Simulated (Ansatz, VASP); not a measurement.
**One calculation of Bi, two programs**

```
CELL_PARAMETERS angstrom
3.27516 0.00000 0.00000
0.00000 3.27516 0.00000
0.00000 0.00000 3.27516
ATOMIC_POSITIONS crystal
Bi 0.50000 0.50000 0.50000
```

Alike in both runs: functional PBE; k mesh 16 × 16 × 16; occupations gaussian, width 0.1 eV; no spin polarisation.

Ansatz relaxed the structure, and its values are those at the end. VASP's run is a single point on that final structure, the one shown.

|  | VASP | Ansatz |
| --- | --- | --- |
| version | VASP 6.6.1 | Ansatz 0.2.0 |
| potentials or method | VASP PAW PBE potentials, release 64 (Bi_d), cutoff 520 eV | scalar-relativistic, plane waves, PAW |
| valence electrons in the cell | 15 | 15 |

VASP gave:

```
gap on the k mesh at the Fermi level (eV) : none
pressure (GPa)                            : -0.1
```

Q: Estimate Ansatz's values.

A: gap on the k mesh at the Fermi level (eV): none; pressure (GPa): 0.0.

A gap of «none» marks a metal or a gap that the smearing closes.

Spin-orbit coupling is off throughout.
